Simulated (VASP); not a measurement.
Wanted: the native input for a VASP 6.6.1 run.

| Property | Result |
| --- | --- |
| Task | relaxation of shape and atoms at fixed volume |
| Functional | PBE |
| Potentials or basis | VASP PAW PBE potentials, release 64 (Ti_sv, O) |
| Cutoff | 600 eV |
| k mesh | 6 × 6 × 10 |
| Occupations | gaussian, width 0.02 eV |
| Spin | no spin polarisation |
| Dipole correction | no |
| Further INCAR settings | ALGO = Normal; EDIFF = 1e-07; IBRION = 2; EDIFFG = -0.01; NSW = 50; ISIF = 4 |

The structure of TiO2 (Rutile) lies in POSCAR:

```
TiO2
1.0
    4.4222292718      0.0000000000      0.0000000000
    0.0000000000      4.4222292718      0.0000000000
    0.0000000000      0.0000000000      2.8754769302
Ti O
2 4
Direct
    0.0000000000      0.0000000000      0.0000000000
    0.5000000000      0.5000000000      0.5000000000
    0.3023181845      0.3023181845      0.0000000000
    0.1976818155      0.8023181845      0.5000000000
    0.6976818155      0.6976818155      0.0000000000
    0.8023181845      0.1976818155      0.5000000000
```

This cell differs from its parent crystal: volume scaled by 0.88.

One way to write it, as run:

INCAR

```
SYSTEM = TiO2
  PREC = Accurate
  ENCUT = 600
  EDIFF = 1E-7
  ISMEAR = 0
  SIGMA = 0.02
  LREAL = .FALSE.
  LASPH = .TRUE.
  NELM = 100
  ALGO = Normal
  ISIF = 4
  LWAVE = .FALSE.
  LCHARG = .FALSE.
  GGA = PE
  IBRION = 2
  NSW = 50
  EDIFFG = -0.01
```

KPOINTS

```
Automatic mesh
0
G
  6 6 10
  0 0 0
```

Potentials or basis: VASP PAW PBE potentials, release 64 (Ti_sv, O).

The run is started by

```bash
$ cat potpaw_PBE.64/Ti_sv/POTCAR potpaw_PBE.64/O/POTCAR > POTCAR
$ mpirun -np 1 vasp_std > vasp.out
```

It gave:

```json
{
 "Energy gained by relaxing": "0.5 meV/atom",
 "Ionic steps": "4",
 "Pressure after relaxing": "36.2 GPa",
 "Largest force after relaxing": "0.005 eV/Å",
 "Band gap on the k mesh": "1.99 eV, direct"
}
```

Wall time 6.5 min on 1 thread of Intel Xeon 8259CL (shared host), peak memory 0.24 GiB.
